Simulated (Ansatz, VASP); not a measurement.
TiAl3: VASP beside Ansatz

```xyz
4
Lattice="-1.9117 1.9117 4.2807 1.9117 -1.9117 4.2807 1.9117 1.9117 -4.2807" Properties=species:S:1:pos:R:3 pbc="T T T"
Ti    0.0000    0.0000    0.0000
Al    0.0000    0.0000    4.2807
Al    0.0000    1.9117    2.1404
Al    1.9117    0.0000    2.1404
```

Alike in both runs: functional r2SCAN; k mesh 16 × 16 × 16; occupations gaussian, width 0.1 eV; no spin polarisation.

Ansatz relaxed the structure, and its values are those at the end. VASP's run is a single point on that final structure, the one shown.

|  | VASP | Ansatz |
| --- | --- | --- |
| version | VASP 6.6.1 | Ansatz 0.2.0 |
| potentials or method | VASP PAW PBE potentials, release 64 (Ti_sv, Al), cutoff 520 eV | scalar-relativistic, plane waves, PAW |
| valence electrons in the cell | 21 | 21 |

```tsv
	VASP	Ansatz	Ansatz less VASP
gap on the k mesh at the Fermi level (eV)	none	none	-
pressure (GPa)	-0.1	0.0	+0.06
```

VASP's potentials were made for PBE, not for r2SCAN. A gap of «none» marks a metal or a gap that the smearing closes. With one functional, cell and mesh, what is left measures potentials, basis and numerics.
